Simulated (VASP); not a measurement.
# Hf (P6/mmm) in VASP: a series of runs, part 2 of 3

VASP 6.6.1. Earlier steps stand in the parts before.

## Step 3: Single point, BLYP (volume scaled by 0.88)

INCAR

```
  AGGAC = 1.0
  AGGAX = 1.0
  ALDAC = 0.0
  ALDAX = 1.0
  ALGO = Normal
  EDIFF = 1E-6
  ENCUT = 520
  GGA = B5
  ISIF = 2
  ISMEAR = -1
  LASPH = True
  LCHARG = False
  LREAL = False
  LWAVE = False
  NBANDS = 22
  NELM = 60
  PREC = Accurate
  SIGMA = 0.1
```

KPOINTS

```
k-points
0
Gamma
  8 8 11
```

POSCAR

```
Hf
1.0
    4.8282174990      0.0000000000      0.0000000000
   -2.4141087495      4.1813590092      0.0000000000
    0.0000000000      0.0000000000      2.9998967887
Hf
3
Direct
    1.0000000000      0.0000000000      0.0000000000
    0.3333333333      0.6666666667      0.5000000000
    0.6666666667      0.3333333333      0.5000000000
```

Potentials or basis: VASP PAW PBE potentials, release 64 (Hf_pv).

Run with:

```bash
> cat potpaw_PBE.64/Hf_pv/POTCAR > POTCAR
> mpirun -np 1 vasp_std > vasp.out
```

OUTCAR:

```text
EDIFF = 1E-6
   ENCUT = 520
   GGA = B5
   ISIF = 2
   ISMEAR = -1
   LASPH = True
   LREAL = False
   NELM = 60
   PREC = Accurate

 ion  position               nearest neighbor table
   1  0.000  0.000  0.000-   2 3.17   3 3.17   2 3.17   3 3.17   3 3.17   3 3.17   2 3.17   2 3.17
                             3 3.17   3 3.17   2 3.17   2 3.17
   2  0.333  0.667  0.500-   3 2.79   3 2.79   3 2.79   1 3.17   1 3.17   1 3.17   1 3.17   1 3.17
                             1 3.17
   3  0.667  0.333  0.500-   2 2.79   2 2.79   2 2.79   1 3.17   1 3.17   1 3.17   1 3.17   1 3.17
                             1 3.17

  LATTYP: Found a hexagonal cell.
 ALAT       =     4.8282174990
 C/A-ratio  =     0.6213259426

  Lattice vectors:

 A1 = (   4.8282174990,   0.0000000000,   0.0000000000)
 A2 = (  -2.4141087495,   4.1813590092,   0.0000000000)
 A3 = (   0.0000000000,   0.0000000000,   2.9998967887)

Analysis of symmetry for initial positions (statically):
=====================================================================
 Subroutine PRICEL returns:
 Original cell was already a primitive cell.

 Routine SETGRP: Setting up the symmetry group for a
 hexagonal supercell.

 Subroutine GETGRP returns: Found 24 space group operations
 (whereof 24 operations were pure point group operations)
 out of a pool of 24 trial point group operations.

The static configuration has the point symmetry D_6h.

Analysis of symmetry for dynamics (positions and initial velocities):
=====================================================================
 Subroutine PRICEL returns:
 Original cell was already a primitive cell.

 Routine SETGRP: Setting up the symmetry group for a
 hexagonal supercell.

 Subroutine GETGRP returns: Found 24 space group operations
 (whereof 24 operations were pure point group operations)
 out of a pool of 24 trial point group operations.

The dynamic configuration has the point symmetry D_6h.

[... 116 lines left out ...]
   EFERMI_NEDOS =   21; number of points for ismear=-14 and -15
   IALGO  =     38    algorithm
   IMIX   =      4    mixing-type and parameters
     AMIX     =   0.40;   BMIX     =  1.00
     AMIX_MAG =   1.60;   BMIX_MAG =  1.00
  volume/ion in A,a.u.               =      20.19       136.23
  Fermi-wavevector in a.u.,A,eV,Ry     =   1.295324  2.447807 22.828726  1.677864
  Thomas-Fermi vector in A             =   2.426851
   LORBIT       =      0    0 simple, 1 ext, 2 COOP (PROOUT), +10 PAW based schemes
   GGA     = B5    functional components
   LHFCALC =     F    Hartree Fock is set to
   AEXX    =    0.0000 exact exchange contribution
   IVDW    =     0    specifies the selected vdW correction
   LEPSILON=     F    determine dielectric tensor
   LRPA    =     F    only Hartree local field effects (RPA)
 non-spin polarized calculation
  energy-cutoff  :      520.00
  volume of cell :       60.56
 maximum number of plane-waves:      1652
 NGX is ok and might be reduce to    36
   NGX = 17   NGY = 17   NGZ = 11

 number of electron      30.0000002 magnetization

 Free energy of the ion-electron system (eV)
  ---------------------------------------------------
  ext. energy  EPLUGINS =         0.00000000
  ---------------------------------------------------
  free energy    TOTEN  =       -25.37917973 eV

  energy without entropy =      -25.29657642  energy(sigma->0) =      -25.33787807

 E-fermi :   5.9859     XC(G=0): -11.1665

 val. band max:        5.9616043486   @ k =   0.3750   0.1250   0.0909
 cond. band min:       5.9918391666   @ k =   0.3750   0.1250   0.3636
 fundamental gap:      0.0302348180
 Fermi energy:         5.9858822702

 k-point     1 :       0.0000    0.0000    0.0000
  band No.  band energies     occupation
      1     -24.5336      2.00000
      2     -24.5336      2.00000
      3     -24.5077      2.00000
      4     -24.5077      2.00000
      5     -23.9846      2.00000
      6     -23.6837      2.00000
[... 589 lines left out ...]
     21       9.4004      0.00000
     22      10.0348      0.00000

 [... further k-points ...]

------------------------ aborting loop because EDIFF is reached ----------------------------------------

  FORCE on cell =-STRESS in cart. coord.  units (eV):
  Direction    XX          YY          ZZ          XY          YZ          ZX
  --------------------------------------------------------------------------------------
  -------------------------------------------------------------------------------------
  Total        6.2036648      6.2036648      6.3261168      0.0000000      0.0000000      0.0000000
  in kB      164.1150137    164.1150137    167.3544230      0.0000000      0.0000000      0.0000000
  external PRESSURE =     165.1948168 kB  Pullay stress =       0.0000000 kB

 VOLUME and BASIS-vectors are now :
 -----------------------------------------------------------------------------
  energy-cutoff  :      520.00
  volume of cell :       60.56
      direct lattice vectors                 reciprocal lattice vectors
     4.828217499  0.000000000  0.000000000     0.207115773  0.119578347  0.000000000
    -2.414108749  4.181359009  0.000000000     0.000000000  0.239156695  0.000000000
     0.000000000  0.000000000  2.999896789     0.000000000  0.000000000  0.333344802

 POSITION                                       TOTAL-FORCE (eV/Angst)
 -----------------------------------------------------------------------------------
      0.00000      0.00000      0.00000        -0.000000      0.000000     -0.000000
     -0.00000      2.78757      1.49995        -0.000000      0.000000     -0.000000
      2.41411      1.39379      1.49995         0.000000     -0.000000      0.000000
 -----------------------------------------------------------------------------------
    total drift:                               -0.000000      0.000000     -0.000000

  FREE ENERGIE OF THE ION-ELECTRON SYSTEM (eV)
  ---------------------------------------------------
  free  energy   TOTEN  =       -25.3791797308 eV

  energy  without entropy=      -25.2965764180  energy(sigma->0) =      -25.33787807
```

It took 32 s on 1 thread of Intel Xeon 6975P-C (Granite Rapids), shared host; peak memory 0.21 GiB.

Results:

```yaml
Free_energy: -25.3792 eV
Pressure: 16.5 GPa
Band_gap_on_the_k_mesh: zero (band 15 reaches 6.42 eV, above the bottom of band 16 at 5.48 eV)
```

Caveat: the PAW data sets were made with another functional, which shifts forces and pressure a little; spin-orbit coupling is left out, which moves the levels of the heavy elements.

## Step 4: Single point, BLYP (volume scaled by 0.92)

INCAR

```
  PREC = Accurate
  ENCUT = 520
  EDIFF = 1E-6
  ISMEAR = -1
  SIGMA = 0.1
  LREAL = False
  LASPH = True
  NELM = 100
  ALGO = Normal
  ISIF = 2
  LWAVE = False
  LCHARG = True
  GGA = B5
  ALDAX = 1.0
  AGGAX = 1.0
  AGGAC = 1.0
  ALDAC = 0.0
  LELF = True
  LVHAR = True
  NBANDS = 22
```

KPOINTS

```
regular mesh
0
Gamma
  8 8 11
```

POSCAR

```
Hf
1.0
    4.9002910726      0.0000000000      0.0000000000
   -2.4501455363      4.2437765548      0.0000000000
    0.0000000000      0.0000000000      3.0446779697
Hf
3
Direct
    1.0000000000      0.0000000000      0.0000000000
    0.3333333333      0.6666666667      0.5000000000
    0.6666666667      0.3333333333      0.5000000000
```

Run with:

```bash
> cat potpaw_PBE.64/Hf_pv/POTCAR > POTCAR
> mpirun -np 1 vasp_std > vasp.out
```

Wall time 31 s (1 thread of Intel Xeon 6975P-C (Granite Rapids), shared host); peak memory 0.21 GiB.

The run converged. Its results:

| Property | Result |
| --- | --- |
| Free energy | -25.6050 eV |
| Pressure | 9.9 GPa |
| Band gap on the k mesh | zero (band 15 reaches 6.06 eV, above the bottom of band 16 at 5.13 eV) |

Stress tensor (GPa, compression positive):
```
 9.86  0.00  0.00
 0.00  9.86  0.00
 0.00  0.00 10.13
```

Levels at points of the mesh, in eV from the Fermi level:
```
           k point  band 12  band 13  band 14  band 15  band 16  band 17  band 18  band 19
(0.00, 0.00, 0.00)    -0.63    -0.56    -0.56    -0.53    -0.53     1.06     2.10     2.10
(0.50, 0.00, 0.00)    -3.63    -0.55    -0.53    -0.44     0.12     0.85     1.47     1.53
```

Caveat: the PAW data sets were made with another functional, which shifts forces and pressure a little; spin-orbit coupling is left out, which moves the levels of the heavy elements.

(Part 2 of 3 ends here.)
